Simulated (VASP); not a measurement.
A run of VASP 6.6.1 is set up as follows.

INCAR

```
PREC = Accurate ; ENCUT = 520
EDIFF = 1E-6 ; ISMEAR = -1
SIGMA = 0.08 ; LREAL = F
LASPH = T ; NELM = 80
ALGO = Normal ; ISIF = 2
LWAVE = F ; LCHARG = F
GGA = CA ; NBANDS = 31
```

File KPOINTS:

```
Automatic mesh
0
Gamma
  8 8 8
```

POSCAR

```
La3Tl
1.0
    5.1592408815      0.0000000000      0.0000000000
    0.0000000000      5.1592408815      0.0000000000
    0.0000000000      0.0000000000      5.1592408815
La Tl
3 1
Direct
    0.0000000000      0.5000000000      0.5000000000
    0.5000000000      0.0000000000      0.5000000000
    0.5000000000      0.5000000000      0.0000000000
    0.0000000000      0.0000000000      0.0000000000
```

Potentials or basis: VASP PAW LDA potentials, release 64 (La, Tl_d).

The run is started by

```bash
$ cat potpaw_LDA.64/La/POTCAR potpaw_LDA.64/Tl_d/POTCAR > POTCAR
$ mpirun -np 1 vasp_std > vasp.out
```

(1) What does it give for the band gap on the k mesh?

(2) Predict the pressure.

Answers

(1) zero (band 23 reaches 7.72 eV, above the bottom of band 24 at 6.78 eV).

(2) -5.3 GPa.

Caveat: spin-orbit coupling is left out, which moves the levels of the heavy elements.
